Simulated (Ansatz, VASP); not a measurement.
## ZnS in VASP and in Ansatz

```
Zn S
1.0
     3.84556    0.00000    0.00000
    -1.92278    3.33035    0.00000
     0.00000    0.00000    6.30372
Zn S
2 2
Cartesian
  -0.1307 2.0895 0.0328
  2.0535 1.2408 3.1846
  0.1056 2.3259 2.3942
  1.8172 1.0045 5.5460
```

Change from the starting cell: mode 4 frozen in at -0.131 Å and mode 5 at -0.131 Å (largest displacements).

Alike in both runs: task single point; functional PBE; k mesh 9 × 9 × 4; occupations gaussian, width 0.05 eV; no spin polarisation.

|  | VASP | Ansatz |
| --- | --- | --- |
| version | VASP 6.6.1 | Ansatz 0.2.0 |
| potentials or method | VASP PAW PBE potentials, release 64 (Zn, S), cutoff 520 eV | scalar-relativistic, plane waves, PAW |
| valence electrons in the cell | 36 | 36 |

Ansatz gave:

* gap on the k mesh at the Fermi level (eV): 1.98
* least direct gap on the mesh (eV): 1.98
* pressure (GPa): -0.3
* traceless stress, the component that is largest in VASP (GPa): 0.40
* rms of the force components (eV/Å): 0.114

Question: Which values does VASP return?

Answer: gap on the k mesh at the Fermi level (eV): 1.98; least direct gap on the mesh (eV): 1.98; pressure (GPa): -0.1; traceless stress, the component that is largest in VASP (GPa): 0.41; rms of the force components (eV/Å): 0.114.

Atom by atom the forces differ by 0.001 eV/Å (rms over components).
